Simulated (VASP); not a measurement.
Wanted: the native input for a VASP 6.6.1 run.

| Property | Result |
| --- | --- |
| Task | single point |
| Functional | PBE-based screened hybrid with 10 % exact exchange |
| Potentials or basis | VASP PAW PBE potentials, release 64 (Rb_sv, Br) |
| Cutoff | 520 eV |
| k mesh | 4 × 4 × 4 |
| Occupations | gaussian, width 0.01 eV |
| Spin | no spin polarisation |
| Dipole correction | no |
| Grid for exact exchange (PRECFOCK) | Normal |
| Share of exact exchange | 0.1 |
| Further INCAR settings | ALGO = Normal; EDIFF = 1e-06; NBANDS = 15 |
| Screening parameter | 0.2078 1/Å |

RbBr:

```xyz
2
Lattice="0.0000 3.4608 3.4608 3.4608 0.0000 3.4608 3.4608 3.4608 0.0000" Properties=species:S:1:pos:R:3 pbc="T T T"
Rb    0.0000    0.0000    0.0000
Br    3.4608    3.4608    3.4608
```

One way to write it, as run:

POSCAR

```
RbBr
1.0
    0.0000000000      3.4608261073      3.4608261073
    3.4608261073      0.0000000000      3.4608261073
    3.4608261073      3.4608261073      0.0000000000
Rb Br
1 1
Direct
    0.0000000000      0.0000000000      0.0000000000
    0.5000000000      0.5000000000      0.5000000000
```

INCAR.step1

```
SYSTEM = RbBr
PREC = Accurate
ENCUT = 520
EDIFF = 1E-5
ISMEAR = 0
SIGMA = 0.01
LREAL = .FALSE.
LASPH = .TRUE.
NELM = 100
ALGO = Normal
ISIF = 2
LWAVE = .TRUE.
LCHARG = .FALSE.
NBANDS = 15
GGA = PE
```

INCAR.step2

```
SYSTEM = RbBr
PREC = Accurate
ENCUT = 520
EDIFF = 1E-6
ISMEAR = 0
SIGMA = 0.01
LREAL = .FALSE.
LASPH = .TRUE.
NELM = 100
ALGO = Normal
ISIF = 2
LWAVE = .FALSE.
LCHARG = .FALSE.
GGA = PE
LHFCALC = .TRUE.
AEXX = 0.1
HFSCREEN = 0.2078
PRECFOCK = Normal
NBANDS = 15
ISTART = 1
```

KPOINTS

```
Automatic mesh
0
G
  4 4 4
  0 0 0
```

Potentials or basis: VASP PAW PBE potentials, release 64 (Rb_sv, Br).

The run is started by

```sh
$ cat potpaw_PBE.64/Rb_sv/POTCAR potpaw_PBE.64/Br/POTCAR > POTCAR
$ cp INCAR.step1 INCAR
$ mpirun -np 1 vasp_std > vasp.out
$ cp INCAR.step2 INCAR
$ mpirun -np 1 vasp_std > vasp.out
```

Results of the run:

| Quantity | Value |
| --- | --- |
| Pressure | 0.5 GPa |
| Band gap on the k mesh | 4.74 eV |

Caveat: the PAW data sets were made with another functional, which shifts forces and pressure a little.

Wall time 4 min on 1 thread of Intel(R) Xeon(R) Platinum 8488C (Sapphire Rapids) (shared host), peak memory 0.32 GiB.
